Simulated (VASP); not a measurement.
Eu: single point with LDA

Eu:

```
Eu
1.0
    -2.05205    2.05205    2.05205
     2.05205   -2.05205    2.05205
     2.05205    2.05205   -2.05205
Eu
1
Cartesian
  0.0000 0.0000 0.0000
```

```
Program             : VASP 6.6.1
Task                : single point
Functional          : LDA
Potentials or basis : VASP PAW PBE potentials, release 64 (Eu)
Cutoff              : 520 eV
k mesh              : 14 × 14 × 14
Occupations         : gaussian, width 0.05 eV
Spin                : collinear spin, ferromagnetic start
Starting moments    : [7.62] μB
```

| Property | Result |
| --- | --- |
| Pressure | -0.3 GPa |
| Net moment | 7.12 μB per cell |
| Site moments | Eu +6.64 μB |
| Valence electrons inside the program's atomic spheres | Eu 14.72 |

Levels at points of the mesh, in eV from the Fermi level:
Spin up:
| k point | band 10 | band 11 | band 12 | band 13 | band 14 | band 15 |
| --- | --- | --- | --- | --- | --- | --- |
| (0.00, 0.00, 0.00) | -0.28 | -0.28 | -0.22 | 1.95 | 1.95 | 1.95 |
| (0.50, 0.00, 0.00) | -0.31 | -0.29 | -0.26 | 0.27 | 1.78 | 4.07 |
| (0.50, 0.50, 0.50) | -0.45 | -0.25 | -0.25 | -0.25 | 6.32 | 6.32 |
Spin down:
```csv
k point,band 3,band 4,band 5,band 6,band 7,band 8
"(0.00, 0.00, 0.00)",-17.51,-17.51,-3.79,2.91,2.91,2.91
"(0.50, 0.00, 0.00)",-17.83,-17.52,-1.20,1.11,2.36,3.49
"(0.50, 0.50, 0.50)",-18.20,-18.20,-0.79,-0.79,3.70,3.70
```

Wall time 100 s on 1 thread of Intel(R) Xeon(R) Platinum 8488C (Sapphire Rapids) (shared host), peak memory 0.24 GiB.

Caveat: the PAW data sets were made with another functional, which shifts forces and pressure a little; spin-orbit coupling is left out, which moves the levels of the heavy elements. The state reached can hang on the start; a lower one may exist.
